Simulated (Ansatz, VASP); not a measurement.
## Two plane-wave programs on Si2Ge3

```xyz
10
Lattice="2.9316 0.0000 0.0000 -1.4658 2.5388 0.0000 0.0000 0.0000 23.7127" Properties=species:S:1:pos:R:3 pbc="T T T"
Si    0.0000    1.6926   18.9702
Si    0.0000    1.6926    0.0000
Si    0.0000    1.6926    4.7425
Si    1.4658    0.8463   11.8564
Ge    0.0000    1.6926   14.2276
Ge    0.0000    1.6926    9.4851
Ge    1.4658    0.8463   16.5989
Ge    1.4658    0.8463   21.3414
Ge    1.4658    0.8463    2.3713
Ge    1.4658    0.8463    7.1138
```

Alike in both runs: task relaxation of cell and atoms; functional PBE; k mesh 6 × 6 × 1; occupations gaussian, width 0.1 eV; no spin polarisation.

```csv
,VASP,Ansatz
version,VASP 6.6.1,Ansatz 0.2.0
potentials or method,"VASP PAW PBE potentials, release 64 (Si, Ge_d), cutoff 600 eV","scalar-relativistic, plane waves, PAW"
valence electrons in the cell,100,100
```

|  | VASP | Ansatz | Ansatz less VASP |
| --- | --- | --- | --- |
| gap on the k mesh at the Fermi level, each at its own relaxed structure (eV) | none | none | - |
| relaxed volume (Å³/atom) | 17.85 | 17.62 | -0.230 |
| relaxed length of the cell vector where the two differ most in proportion (Å) | 21.128 | 22.702 | +1.5740 |

A gap of «none» marks a metal or a gap that the smearing closes. One of these differences is far larger than is usual between the two programs; its cause wasn't traced.

The k mesh is coarse, so the values compare programs but aren't converged.
